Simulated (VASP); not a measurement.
# AlGaN2 (P-4m2) in VASP: further runs, part 2 of 2

VASP 6.6.1. The steps go on from the part before.

### 4 Single point, r2SCAN (strain -0.0100 x Voigt [1, 1, 0, 0, 0, 0])

Contents of POSCAR:

```
AlGaN2
1.0
    3.1094682782      0.0000000000      0.0000000000
    0.0000000000      3.1094682782      0.0000000000
    0.0000000000      0.0000000000      4.4238379400
Al Ga N
1 1 2
Direct
    0.5000000000      0.5000000000      0.5000000000
    0.0000000000      0.0000000000      0.0000000000
    0.5000000000      0.0000000000      0.7382648100
    0.0000000000      0.5000000000      0.2617351900
```

Contents of INCAR.step1:

```
SYSTEM = AlGaN2
PREC     = Accurate       ! precision mode
ENCUT    = 520            ! plane-wave cutoff, eV
ISMEAR   = 0              ! smearing method
SIGMA    = 0.05           ! smearing width, eV
LREAL    = .FALSE.        ! projectors in reciprocal space
LASPH    = .TRUE.         ! aspherical terms in the spheres
NELM     = 60             ! most SCF steps
NBANDS   = 21             ! bands
GGA      = PE             ! functional
ALGO     = Normal         ! electronic algorithm
EDIFF    = 1E-4           ! SCF threshold, eV
LWAVE    = .TRUE.         ! write WAVECAR
LCHARG   = .FALSE.        ! write CHGCAR
```

Contents of INCAR.step2:

```
SYSTEM = AlGaN2
PREC     = Accurate       ! precision mode
ENCUT    = 520            ! plane-wave cutoff, eV
EDIFF    = 1E-6           ! SCF threshold, eV
ISMEAR   = 0              ! smearing method
SIGMA    = 0.05           ! smearing width, eV
LREAL    = .FALSE.        ! projectors in reciprocal space
LASPH    = .TRUE.         ! aspherical terms in the spheres
NELM     = 60             ! most SCF steps
ALGO     = Normal         ! electronic algorithm
ISIF     = 2              ! what is computed and relaxed
LWAVE    = .FALSE.        ! write WAVECAR
LCHARG   = .FALSE.        ! write CHGCAR
METAGGA  = R2SCAN         ! meta-GGA
LMIXTAU  = .TRUE.       
NBANDS   = 21             ! bands
ISTART   = 1
```

Contents of KPOINTS:

```
regular mesh
0
G
  8 8 6
  0 0 0
```

Potentials or basis: VASP PAW PBE potentials, release 64 (Al, Ga_d, N).

On the command line:

```bash
cat potpaw_PBE.64/Al/POTCAR potpaw_PBE.64/Ga_d/POTCAR potpaw_PBE.64/N/POTCAR > POTCAR
cp INCAR.step1 INCAR
mpirun -np 1 vasp_std > vasp.out
cp INCAR.step2 INCAR
mpirun -np 1 vasp_std > vasp.out
```

OUTCAR:

```text
SYSTEM = AlGaN2
   PREC = Accurate
   ENCUT = 520
   EDIFF = 1E-6
   ISMEAR = 0
   LREAL = .FALSE.
   LASPH = .TRUE.
   NELM = 60
   ISIF = 2
   METAGGA = R2SCAN
   ISTART = 1

 ion  position               nearest neighbor table
   1  0.500  0.500  0.500-   3 1.88   4 1.88   3 1.88   4 1.88   2 3.12   2 3.12   2 3.12   2 3.12
                             2 3.12   2 3.12   2 3.12   2 3.12
   2  0.000  0.000  0.000-   3 1.94   4 1.94   4 1.94   3 1.94   1 3.12   1 3.12   1 3.12   1 3.12
[... 781 lines left out ...]
  Direction    XX          YY          ZZ          XY          YZ          ZX
  --------------------------------------------------------------------------------------
  -------------------------------------------------------------------------------------
  Total        1.2682755      1.2682755      0.8851856      0.0000000      0.0000000      0.0000000
  in kB       47.5064654     47.5064654     33.1568662      0.0000000      0.0000000      0.0000000
  external PRESSURE =      42.7232657 kB  Pullay stress =       0.0000000 kB

 VOLUME and BASIS-vectors are now :
 -----------------------------------------------------------------------------
  energy-cutoff  :      520.00
  volume of cell :       42.77
      direct lattice vectors                 reciprocal lattice vectors
     3.109468278  0.000000000  0.000000000     0.321598393  0.000000000  0.000000000
     0.000000000  3.109468278  0.000000000     0.000000000  0.321598393  0.000000000
     0.000000000  0.000000000  4.423837940     0.000000000  0.000000000  0.226048064

 POSITION                                       TOTAL-FORCE (eV/Angst)
 -----------------------------------------------------------------------------------
      1.55473      1.55473      2.21192         0.000000      0.000000      0.000000
      0.00000      0.00000      0.00000         0.000000     -0.000000      0.000000
      1.55473      0.00000      3.26596        -0.000000     -0.000000      0.019239
      0.00000      1.55473      1.15787         0.000000     -0.000000     -0.019239
 -----------------------------------------------------------------------------------
    total drift:                                0.000000      0.000000      0.000000

  FREE ENERGIE OF THE ION-ELECTRON SYSTEM (eV)
  ---------------------------------------------------
  free  energy   TOTEN  =       -41.0619839245 eV

  energy  without entropy=      -41.0619839245  energy(sigma->0) =      -41.06198392
```

OUTCAR.step1:

```text
SYSTEM = AlGaN2
   PREC = Accurate
   ENCUT = 520
   ISMEAR = 0
   LREAL = .FALSE.
   LASPH = .TRUE.
[... 808 lines left out ...]
      0.00000      0.00000      0.00000         0.000000     -0.000000      0.000000
      1.55473      0.00000      3.26596         0.000000      0.000000     -0.003960
      0.00000      1.55473      1.15787        -0.000000     -0.000000      0.003960
 -----------------------------------------------------------------------------------
    total drift:                                0.000000      0.000000     -0.000000

  FREE ENERGIE OF THE ION-ELECTRON SYSTEM (eV)
  ---------------------------------------------------
  free  energy   TOTEN  =       -26.9339289415 eV

  energy  without entropy=      -26.9339289415  energy(sigma->0) =      -26.93392894
```

It took 2.7 min on 1 thread of Intel Xeon 8259CL, shared host; peak memory 0.2 GiB.

Results:

| Property | Result |
| --- | --- |
| Free energy | -41.0620 eV |
| Pressure | 4.3 GPa |
| Largest force | 0.019 eV/Å |
| Band gap on the k mesh | 3.50 eV |

Forces in eV/Å, atoms in the order of the input:
```
Al   0.000  0.000  0.000
Ga   0.000  0.000  0.000
N    0.000  0.000  0.019
N    0.000  0.000 -0.019
```

Stress tensor (GPa, compression positive):
```
4.75 0.00 0.00
0.00 4.75 0.00
0.00 0.00 3.32
```

Levels at points of the mesh, in eV from the valence-band top:
```
           k point  band 11  band 12  band 13  band 14  band 15  band 16
(0.00, 0.00, 0.00)    -0.28     0.00     0.00     3.50     4.14     8.59
(0.50, 0.00, 0.00)    -3.01    -1.05    -0.64     7.89     7.94     8.90
(0.50, 0.50, 0.00)    -2.40    -2.40    -2.39     3.82     3.82     7.03
(0.00, 0.00, 0.50)    -1.64    -0.98    -0.98     5.90     6.05     8.85
(0.50, 0.00, 0.50)    -0.98    -0.68    -0.53     5.94     7.43    10.13
(0.50, 0.50, 0.50)    -3.41    -3.32    -3.32     6.76     6.76     9.76
```

Caveat: the cell differs from its parent crystal (strain -0.0100 x Voigt [1, 1, 0, 0, 0, 0]); the cell stands under pressure; the PAW data sets were made with another functional, which shifts forces and pressure a little. A k mesh can miss the band edges.

### 5 Single point, r2SCAN (strain -0.0050 x Voigt [1, 1, 0, 0, 0, 0])

Changes to POSCAR since step 4:

```diff
@@ -2,4 +2,4 @@
 1.0
-    3.1094682782      0.0000000000      0.0000000000
-    0.0000000000      3.1094682782      0.0000000000
+    3.1251726635      0.0000000000      0.0000000000
+    0.0000000000      3.1251726635      0.0000000000
     0.0000000000      0.0000000000      4.4238379400
```

Contents of INCAR.step1:

```
SYSTEM = AlGaN2
PREC = Accurate
ENCUT = 520
ISMEAR = 0
SIGMA = 0.05
LREAL = .FALSE.
LASPH = .TRUE.
NELM = 80
NBANDS = 21
GGA = PE
ALGO = Normal
EDIFF = 1E-4
LWAVE = .TRUE.
LCHARG = .FALSE.
```

Contents of INCAR.step2:

```
SYSTEM = AlGaN2
PREC = Accurate
ENCUT = 520
EDIFF = 1E-7
ISMEAR = 0
SIGMA = 0.05
LREAL = .FALSE.
LASPH = .TRUE.
NELM = 80
ALGO = Normal
ISIF = 2
LWAVE = .FALSE.
LCHARG = .FALSE.
METAGGA = R2SCAN
LMIXTAU = .TRUE.
NBANDS = 21
ISTART = 1
```

Contents of KPOINTS:

```
Automatic mesh
0
G
  8 8 6
  0 0 0
```

On the command line:

```bash
cat potpaw_PBE.64/Al/POTCAR potpaw_PBE.64/Ga_d/POTCAR potpaw_PBE.64/N/POTCAR > POTCAR
cp INCAR.step1 INCAR
mpirun -np 1 vasp_std > vasp.out
cp INCAR.step2 INCAR
mpirun -np 1 vasp_std > vasp.out
```

It took 3 min on 1 thread of Intel Xeon 8259CL, shared host; peak memory 0.2 GiB.

Results (log left out):

- Free energy: -41.0719 eV
- Pressure: 2.1 GPa
- Largest force: 0.011 eV/Å
- Band gap on the k mesh: 3.43 eV

Forces on the atoms (eV/Å):
```
Al   0.000  0.000  0.000
Ga   0.000  0.000  0.000
N    0.000  0.000  0.011
N    0.000  0.000 -0.011
```

Stress tensor (GPa, compression positive):
```
2.29 0.00 0.00
0.00 2.29 0.00
0.00 0.00 1.62
```

Levels at points of the mesh, in eV from the valence-band top:
| k point | band 11 | band 12 | band 13 | band 14 | band 15 | band 16 |
| --- | --- | --- | --- | --- | --- | --- |
| (0.00, 0.00, 0.00) | -0.25 | 0.00 | 0.00 | 3.43 | 4.12 | 8.48 |
| (0.50, 0.00, 0.00) | -2.96 | -1.05 | -0.65 | 7.85 | 7.85 | 8.82 |
| (0.50, 0.50, 0.00) | -2.35 | -2.35 | -2.34 | 3.83 | 3.83 | 7.00 |
| (0.00, 0.00, 0.50) | -1.63 | -0.99 | -0.99 | 5.86 | 6.02 | 8.76 |
| (0.50, 0.00, 0.50) | -0.94 | -0.64 | -0.53 | 5.87 | 7.36 | 10.07 |
| (0.50, 0.50, 0.50) | -3.37 | -3.27 | -3.27 | 6.77 | 6.77 | 9.67 |

Caveat: the cell differs from its parent crystal (strain -0.0050 x Voigt [1, 1, 0, 0, 0, 0]); the PAW data sets were made with another functional, which shifts forces and pressure a little.

### 6 Overview

| cell | gap on the mesh (eV) | pressure (GPa) | largest force (eV/Å) |
| --- | --- | --- | --- |
| a = 3.078, b = 3.078, c = 4.424 Å, 4 atoms | 3.64 | 9.0 | 0.04 |
| a = 3.094, b = 3.094, c = 4.424 Å, 4 atoms | 3.57 | 6.6 | 0.03 |
| a = 3.109, b = 3.109, c = 4.424 Å, 4 atoms | 3.50 | 4.3 | 0.02 |
| a = 3.125, b = 3.125, c = 4.424 Å, 4 atoms | 3.43 | 2.1 | 0.01 |

Alike in all rows: task single point; level r2SCAN; potentials or basis VASP PAW PBE potentials, release 64 (Al, Ga_d, N); no spin polarisation; k mesh 8 × 8 × 6; cutoff (eV) 520; smearing gaussian 0.05 eV.

Caveats: the PAW data sets were made with another functional, which shifts forces and pressure a little; the cell stands under pressure (at least some runs).

Absolute energies hang on the potentials; compare differences alone.
